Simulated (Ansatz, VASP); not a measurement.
# ZnS in VASP and in Ansatz

File INCAR:

```
ALGO = Normal ; EDIFF = 1E-7
ENCUT = 520 ; GGA = PE
ISIF = 2 ; ISMEAR = 0
LASPH = True ; LCHARG = True
LELF = True ; LREAL = False
LVHAR = True ; LWAVE = False
NBANDS = 46 ; NELM = 100
PREC = Accurate ; SIGMA = 0.05
```

KPOINTS

```
k-points
0
Gamma
  9 9 2
```

File POSCAR:

```
ZnS
1.0
    3.8465705991      0.0000000000      0.0000000000
   -1.9232852995      3.3312278562      0.0000000000
    0.0000000000      0.0000000000     12.5895364177
Zn S
4 4
Direct
    0.0000000000      0.0000000000      0.0000492057
    0.0000000000      0.0000000000      0.5000492057
    0.3333333333      0.6666666667      0.2500242903
    0.6666666667      0.3333333333      0.7500242903
    0.0000000000      0.0000000000      0.1872905901
    0.0000000000      0.0000000000      0.6872905901
    0.3333333333      0.6666666667      0.4376359138
    0.6666666667      0.3333333333      0.9376359138
```

Input for Ansatz:

```yaml
crystal:
  lattice:
    - [3.8465705991, 0.0, 0.0]
    - [-1.9232852995, 3.3312278562, 0.0]
    - [0.0, 0.0, 12.5895364177]
  atoms:
    - { symbol: Zn, position: [0.0, 0.0, 4.92057e-05] }
    - { symbol: Zn, position: [0.0, 0.0, 0.5000492057] }
    - { symbol: Zn, position: [0.3333333333, 0.6666666667, 0.2500242903] }
    - { symbol: Zn, position: [0.6666666667, 0.3333333333, 0.7500242903] }
    - { symbol: S, position: [0.0, 0.0, 0.1872905901] }
    - { symbol: S, position: [0.0, 0.0, 0.6872905901] }
    - { symbol: S, position: [0.3333333333, 0.6666666667, 0.4376359138] }
    - { symbol: S, position: [0.6666666667, 0.3333333333, 0.9376359138] }
basis:
  ecutwfc: 520.0
kpoints:
  mp_grid: { grid: [9, 9, 2] }
hamiltonian:
  xc: pbe
scf:
  occupations: { method: gaussian, width: 0.05 }
output:
  forces: true
  stress: true
  eigenvalues: true
  write_density: true
  write_potential: true
  elf: true
  volumetric_format: npy
```

Alike in both runs: task single point; functional PBE; k mesh 9 × 9 × 2; occupations gaussian, width 0.05 eV; no spin polarisation.

```csv
,VASP,Ansatz
version,VASP 6.6.1,Ansatz 0.2.0
potentials or method,"VASP PAW PBE potentials, release 64 (Zn, S), cutoff 520 eV","scalar-relativistic, plane waves, PAW"
valence electrons in the cell,72,72
```

VASP gave:

- gap on the k mesh at the Fermi level (eV): 2.05
- least direct gap on the mesh (eV): 2.05
- pressure (GPa): 0.2

Problem. Estimate Ansatz's values.

Solution. gap on the k mesh at the Fermi level (eV): 2.05; least direct gap on the mesh (eV): 2.05; pressure (GPa): 0.0.
